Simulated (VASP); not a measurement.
# NaMgBr3 (P4/mmm) in VASP: further runs

The runs below take NaMgBr3 through single point, with PBE, r2SCAN.

Everything below comes from runs of VASP 6.6.1. Logs are shortened: lines on timing, memory, paths and dates and some standing lists are left out, and cuts for length are marked.

### 1 The cell of the first run

The structure is tetragonal, space group P4/mmm (No. 123). The conventional cell has a = 5.321 Å, b = 5.321 Å, c = 5.241 Å, α = 90.00°, β = 90.00°, γ = 90.00°. Na (site symmetry 4/mmm) has 12 Br at 3.73 to 3.76 Å and 8 Mg at 4.59 Å within 4.9 Å. Mg (site symmetry 4/mmm) has 6 Br at 2.62 to 2.66 Å within 3.5 Å. Within 3.5 Å of Br (site symmetry 4/mmm) lie 2 Mg at 2.62 Å. Br (site symmetry mmm) has 2 Mg at 2.66 Å within 3.5 Å.

### 2 Single point, PBE (epitaxial xy strain +1.0%)

Contents of INCAR:

```
SYSTEM = NaMgBr3
  ALGO = Normal
  EDIFF = 1E-6
  ENCUT = 520
  GGA = PE
  ISIF = 2
  ISMEAR = -1
  LASPH = .True.
  LCHARG = .False.
  LREAL = .False.
  LWAVE = .False.
  NBANDS = 23
  NELM = 100
  PREC = Accurate
  SIGMA = 0.02
```

Contents of KPOINTS:

```
k-points
0
Gamma
  6 6 6
  0 0 0
```

Contents of POSCAR:

```
NaMgBr3
1.0
    5.3214911016      0.0000000000      0.0000000000
    0.0000000000      5.3214911016      0.0000000000
    0.0000000000      0.0000000000      5.2407982543
Na Mg Br
1 1 3
Direct
    0.0000000000      0.0000000000      0.0000000000
    0.5000000000      0.5000000000      0.5000000000
    0.5000000000      0.5000000000      0.0000000000
    0.5000000000      0.0000000000      0.5000000000
    0.0000000000      0.5000000000      0.5000000000
```

Potentials or basis: VASP PAW PBE potentials, release 64 (Na_pv, Mg, Br).

Command:

```console
$ cat potpaw_PBE.64/Na_pv/POTCAR potpaw_PBE.64/Mg/POTCAR potpaw_PBE.64/Br/POTCAR > POTCAR
$ mpirun -np 1 vasp_std > vasp.out
```

OUTCAR:

```text
SYSTEM = NaMgBr3
   EDIFF = 1E-6
   ENCUT = 520
   GGA = PE
   ISIF = 2
   ISMEAR = -1
   LASPH = .True.
   LREAL = .False.
   NELM = 100
   PREC = Accurate

 ion  position               nearest neighbor table
   1  0.000  0.000  0.000-
   2  0.500  0.500  0.500-   3 2.62   3 2.62   5 2.66   4 2.66   4 2.66   5 2.66
   3  0.500  0.500  0.000-   2 2.62   2 2.62
   4  0.500  0.000  0.500-   2 2.66   2 2.66
   5  0.000  0.500  0.500-   2 2.66   2 2.66

  LATTYP: Found a simple tetragonal cell.
 ALAT       =     5.3214911016
 C/A-ratio  =     0.9848364216

  Lattice vectors:

 A1 = (   5.3214911016,   0.0000000000,   0.0000000000)
 A2 = (   0.0000000000,   5.3214911016,   0.0000000000)
 A3 = (   0.0000000000,   0.0000000000,   5.2407982543)

Analysis of symmetry for initial positions (statically):
=====================================================================
 Subroutine PRICEL returns:
 Original cell was already a primitive cell.

 Routine SETGRP: Setting up the symmetry group for a
 simple tetragonal supercell.

 Subroutine GETGRP returns: Found 16 space group operations
 (whereof 16 operations were pure point group operations)
 out of a pool of 16 trial point group operations.

The static configuration has the point symmetry D_4h.

Analysis of symmetry for dynamics (positions and initial velocities):
=====================================================================
 Subroutine PRICEL returns:
 Original cell was already a primitive cell.

 Routine SETGRP: Setting up the symmetry group for a
 simple tetragonal supercell.

 Subroutine GETGRP returns: Found 16 space group operations
 (whereof 16 operations were pure point group operations)
 out of a pool of 16 trial point group operations.

The dynamic configuration has the point symmetry D_4h.

 Subroutine INISYM returns: Found 16 space group operations
 (whereof 16 operations are pure point group operations),
 and found     1 'primitive' translations

----------------------------------------------------------------------------------------

                                     Primitive cell

  volume of cell :     148.4103

  direct lattice vectors                    reciprocal lattice vectors
     5.321491102  0.000000000  0.000000000     0.187917255  0.000000000  0.000000000
     0.000000000  5.321491102  0.000000000     0.000000000  0.187917255  0.000000000
[... 86 lines left out ...]
   LNONCOLLINEAR =      F non collinear calculations
   LSORBIT =      F    spin-orbit coupling
   LASPH  =      T    aspherical Exc in radial PAW
   ENCUT  =  520.0 eV  38.22 Ry    6.18 a.u.   9.89  9.89  9.74*2*pi/ulx,y,z
   NELM   =    100;   NELMIN=  2; NELMDL= -5     # of ELM steps
   EDIFF  = 0.1E-05   stopping-criterion for ELM
   LREAL  =      F    real-space projection
   EDIFFG = 0.1E-04   stopping-criterion for IOM
   NSW    =      0    number of steps for IOM
   IBRION =     -1    ionic relax: 0-MD 1-quasi-New 2-CG
   NFREE  =      0    steps in history (QN), initial steepest desc. (CG)
   ISIF   =      2    stress and relaxation
   ISYM   =      2    0-nonsym 1-usesym 2-fastsym
   POTIM  = 0.5000    time-step for ionic-motion
   TEBEG  =    0.0;   TEEND  =   0.0 temperature during run
   PSTRESS=    0.0 pullay stress
   NELECT =      30.0000    total number of electrons
   NUPDOWN=      -1.0000    fix difference up-down
   EMIN   =  10.00;   EMAX   =-10.00  energy-range for DOS
   EFERMI =   0.00;   METHOD = LEGACY
   ISMEAR =    -1;   SIGMA  =   0.02  broadening in eV -4-tet -1-fermi 0-gaus
   EFERMI_NEDOS =   21; number of points for ismear=-14 and -15
   IALGO  =     38    algorithm
   IMIX   =      4    mixing-type and parameters
     AMIX     =   0.40;   BMIX     =  1.00
     AMIX_MAG =   1.60;   BMIX_MAG =  1.00
  volume/ion in A,a.u.               =      29.68       200.30
  Fermi-wavevector in a.u.,A,eV,Ry     =   0.960787  1.815625 12.559702  0.923112
  Thomas-Fermi vector in A             =   2.090102
   LORBIT       =      0    0 simple, 1 ext, 2 COOP (PROOUT), +10 PAW based schemes
   GGA     = PE    functional components
   LHFCALC =     F    Hartree Fock is set to
   AEXX    =    0.0000 exact exchange contribution
   IVDW    =     0    specifies the selected vdW correction
   LEPSILON=     F    determine dielectric tensor
   LRPA    =     F    only Hartree local field effects (RPA)
 non-spin polarized calculation
  energy-cutoff  :      520.00
  volume of cell :      148.41
 maximum number of plane-waves:      4016
 NGX is ok and might be reduce to    40
   NGX = 19   NGY = 19   NGZ = 19

 number of electron      29.9999992 magnetization

 Free energy of the ion-electron system (eV)
  ---------------------------------------------------
  ext. energy  EPLUGINS =         0.00000000
  ---------------------------------------------------
  free energy    TOTEN  =       -14.60763920 eV

  energy without entropy =      -14.60763920  energy(sigma->0) =      -14.60763920

 E-fermi :   0.3651     XC(G=0):  -7.7251

 val. band max:       -0.0725970770   @ k =   0.5000   0.5000   0.5000
 cond. band min:       2.6905078523   @ k =   0.0000   0.0000   0.0000
 fundamental gap:      2.7631049293
 Fermi energy:         0.3650645371

 k-point     1 :       0.0000    0.0000    0.0000
  band No.  band energies     occupation
      1     -23.5959      2.00000
      2     -23.5959      2.00000
      3     -23.5953      2.00000
      4     -13.9226      2.00000
      5     -13.1545      2.00000
      6     -13.1384      2.00000
[... 613 lines left out ...]
     22       8.2238      0.00000
     23       8.5150      0.00000

 [... further k-points ...]
[... 5 lines left out ...]
  --------------------------------------------------------------------------------------
  -------------------------------------------------------------------------------------
  Total        0.0543138      0.0543138      0.5192428      0.0000000     -0.0000000      0.0000000
  in kB        0.5863491      0.5863491      5.6055337      0.0000000     -0.0000000      0.0000000
  external PRESSURE =       2.2594106 kB  Pullay stress =       0.0000000 kB

 VOLUME and BASIS-vectors are now :
 -----------------------------------------------------------------------------
  energy-cutoff  :      520.00
  volume of cell :      148.41
      direct lattice vectors                 reciprocal lattice vectors
     5.321491102  0.000000000  0.000000000     0.187917255  0.000000000  0.000000000
     0.000000000  5.321491102  0.000000000     0.000000000  0.187917255  0.000000000
     0.000000000  0.000000000  5.240798254     0.000000000  0.000000000  0.190810627

 POSITION                                       TOTAL-FORCE (eV/Angst)
 -----------------------------------------------------------------------------------
      0.00000      0.00000      0.00000         0.000000      0.000000      0.000000
      2.66075      2.66075      2.62040         0.000000      0.000000      0.000000
      2.66075      2.66075      0.00000         0.000000      0.000000      0.000000
      2.66075      0.00000      2.62040         0.000000      0.000000      0.000000
      0.00000      2.66075      2.62040         0.000000      0.000000      0.000000
 -----------------------------------------------------------------------------------
    total drift:                                0.000000     -0.000000     -0.000000

  FREE ENERGIE OF THE ION-ELECTRON SYSTEM (eV)
  ---------------------------------------------------
  free  energy   TOTEN  =       -14.6076392003 eV

  energy  without entropy=      -14.6076392003  energy(sigma->0) =      -14.60763920
```

OSZICAR:

```text
N       E                     dE             d eps       ncg     rms          rms(c)
DAV:   1     0.224349263112E+03    0.22435E+03   -0.12690E+04  1848   0.113E+03
DAV:   2     0.776803352899E+01   -0.21658E+03   -0.20359E+03  2330   0.247E+02
DAV:   3    -0.147448951495E+02   -0.22513E+02   -0.22369E+02  2358   0.851E+01
DAV:   4    -0.152013631917E+02   -0.45647E+00   -0.45608E+00  2190   0.147E+01
DAV:   5    -0.152100058230E+02   -0.86426E-02   -0.86405E-02  2340   0.195E+00    0.373E+00
DAV:   6    -0.147169760776E+02    0.49303E+00   -0.62722E-01  2222   0.334E+00    0.227E+00
DAV:   7    -0.146110718045E+02    0.10590E+00   -0.32971E-01  2274   0.249E+00    0.109E+00
DAV:   8    -0.146076700254E+02    0.34018E-02   -0.20208E-02  2044   0.945E-01    0.222E-01
DAV:   9    -0.146076062919E+02    0.63734E-04   -0.39162E-04  2667   0.128E-01    0.115E-01
DAV:  10    -0.146076481068E+02   -0.41815E-04   -0.97009E-04  2064   0.184E-01    0.327E-02
DAV:  11    -0.146076377483E+02    0.10358E-04   -0.31789E-05  2268   0.379E-02    0.100E-02
DAV:  12    -0.146076391536E+02   -0.14053E-05   -0.62466E-06  2197   0.153E-02    0.312E-03
DAV:  13    -0.146076392003E+02   -0.46754E-07   -0.34936E-07  1522   0.421E-03
   1 F= -.14607639E+02 E0= -.14607639E+02  d E =-.131553E-10
```

It took 61 s on 1 thread of Oxide Virtual Turin-like, shared host; peak memory 0.28 GiB.

Results:

* Free energy: -14.6076 eV
* Pressure: 0.2 GPa
* Band gap on the k mesh: 2.76 eV (least direct gap 3.30 eV)

Levels at points of the mesh, in eV from the valence-band top:
```csv
k point,band 11,band 12,band 13,band 14,band 15,band 16,band 17,band 18,band 19,band 20
"(0.00, 0.00, 0.00)",-0.83,-0.81,-0.55,-0.54,-0.54,2.76,3.19,6.98,7.02,7.04
"(0.50, 0.00, 0.00)",-1.29,-1.27,-1.04,-0.64,-0.62,4.98,5.01,5.56,7.51,7.74
"(0.50, 0.50, 0.00)",-1.44,-1.24,-1.24,-1.14,-0.05,5.28,6.78,6.78,6.94,6.95
"(0.00, 0.00, 0.50)",-1.33,-1.33,-1.05,-0.65,-0.65,5.08,5.10,5.54,7.51,7.74
"(0.50, 0.00, 0.50)",-1.41,-1.29,-1.25,-1.14,-0.01,5.25,6.75,6.85,6.87,7.02
"(0.50, 0.50, 0.50)",-1.13,-1.12,-0.04,0.00,0.00,3.87,5.80,5.80,5.95,8.80
```

Caveat: the cell differs from its parent crystal (epitaxial xy strain +1.0%).

### 3 Single point, r2SCAN (uniaxial x strain +1.0%)

POSCAR: that of step 2 with these lines changed.

```diff
@@ -3,4 +3,4 @@
     5.3214911016      0.0000000000      0.0000000000
-    0.0000000000      5.3214911016      0.0000000000
-    0.0000000000      0.0000000000      5.2407982543
+    0.0000000000      5.2688030709      0.0000000000
+    0.0000000000      0.0000000000      5.2688030709
 Na Mg Br
```

Contents of INCAR.step1:

```
SYSTEM = NaMgBr3
PREC     = Accurate       ! precision mode
ENCUT    = 520            ! plane-wave cutoff, eV
ISMEAR   = 0              ! smearing method
SIGMA    = 0.01           ! smearing width, eV
LREAL    = .False.        ! projectors in reciprocal space
LASPH    = .True.         ! aspherical terms in the spheres
NELM     = 100            ! most SCF steps
NBANDS   = 23             ! bands
GGA      = PE             ! functional
ALGO     = Normal         ! electronic algorithm
EDIFF    = 1E-4           ! SCF threshold, eV
LWAVE    = .True.         ! write WAVECAR
LCHARG   = .False.        ! write CHGCAR
```

Contents of INCAR.step2:

```
SYSTEM = NaMgBr3
PREC     = Accurate       ! precision mode
ENCUT    = 520            ! plane-wave cutoff, eV
EDIFF    = 1E-6           ! SCF threshold, eV
ISMEAR   = 0              ! smearing method
SIGMA    = 0.01           ! smearing width, eV
LREAL    = .False.        ! projectors in reciprocal space
LASPH    = .True.         ! aspherical terms in the spheres
NELM     = 100            ! most SCF steps
ALGO     = Normal         ! electronic algorithm
ISIF     = 2              ! what is computed and relaxed
LWAVE    = .False.        ! write WAVECAR
LCHARG   = .True.         ! write CHGCAR
METAGGA  = R2SCAN         ! meta-GGA
LMIXTAU  = .True.       
LELF     = .True.         ! ELF
LVHAR    = .True.       
NBANDS   = 23             ! bands
ISTART   = 1
```

Contents of KPOINTS:

```
Automatic mesh
0
Gamma
  6 6 6
  0 0 0
```

Potentials or basis: VASP PAW PBE potentials, release 64 (Na_pv, Mg, Br).

Command:

```console
$ cat potpaw_PBE.64/Na_pv/POTCAR potpaw_PBE.64/Mg/POTCAR potpaw_PBE.64/Br/POTCAR > POTCAR
$ cp INCAR.step1 INCAR
$ mpirun -np 1 vasp_std > vasp.out
$ cp INCAR.step2 INCAR
$ mpirun -np 1 vasp_std > vasp.out
```

Wall time 4.1 min (1 thread of Oxide Virtual Turin-like, shared host); peak memory 0.3 GiB.

Results (log left out):

| Item | Value |
| --- | --- |
| Free energy | -55.3931 eV |
| Pressure | -0.4 GPa |
| Band gap on the k mesh | 3.58 eV (least direct gap 4.14 eV) |

Stress tensor (GPa, compression positive):
```
-0.64  0.00  0.00
 0.00 -0.32  0.00
 0.00  0.00 -0.32
```

Levels at points of the mesh, in eV from the valence-band top:
```
           k point  band 11  band 12  band 13  band 14  band 15  band 16  band 17  band 18  band 19  band 20
(0.00, 0.00, 0.00)    -0.85    -0.85    -0.57    -0.57    -0.56     3.58     3.88     7.56     7.57     7.66
(0.50, 0.00, 0.00)    -1.31    -1.31    -1.07    -0.66    -0.66     5.74     5.78     6.19     8.22     8.48
(0.00, 0.50, 0.00)    -1.34    -1.33    -1.08    -0.68    -0.67     5.81     5.84     6.17     8.21     8.43
(0.50, 0.50, 0.00)    -1.45    -1.30    -1.28    -1.20    -0.04     6.11     7.52     7.56     7.64     7.85
(0.00, 0.50, 0.50)    -1.43    -1.31    -1.31    -1.20    -0.01     6.08     7.46     7.63     7.63     7.89
(0.50, 0.50, 0.50)    -1.19    -1.18    -0.03    -0.03     0.00     4.58     6.56     6.66     6.66     9.57
```

Caveat: the cell differs from its parent crystal (uniaxial x strain +1.0%); the PAW data sets were made with another functional, which shifts forces and pressure a little. A k mesh can miss the band edges.
